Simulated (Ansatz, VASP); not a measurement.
**Si2SnB3 in VASP and in Ansatz**

```
CELL_PARAMETERS angstrom
3.40617 -4.13889 0.00000
3.40617 4.13889 0.00000
0.00000 0.00000 2.91396
ATOMIC_POSITIONS crystal
Si 0.50000 0.00000 0.50000
Si 0.00000 0.50000 0.50000
Sn 0.50000 0.50000 0.00000
B 0.10565 0.89435 0.50000
B 0.89435 0.10565 0.50000
B 0.00000 0.00000 0.00000
```

Alike in both runs: functional PBE; k mesh 6 × 6 × 12; occupations gaussian, width 0.1 eV; no spin polarisation.

Ansatz relaxed the structure, and its values are those at the end. VASP's run is a single point on that final structure, the one shown.

|  | VASP | Ansatz |
| --- | --- | --- |
| version | VASP 6.6.1 | Ansatz 0.2.0 |
| potentials or method | VASP PAW PBE potentials, release 64 (Si, Sn_d, B), cutoff 520 eV | scalar-relativistic, plane waves, PAW |
| valence electrons in the cell | 31 | 31 |

```tsv
	VASP	Ansatz	Ansatz less VASP
gap on the k mesh at the Fermi level (eV)	none	none	-
pressure (GPa)	0.0	0.0	+0.02
```

A gap of «none» marks a metal or a gap that the smearing closes.
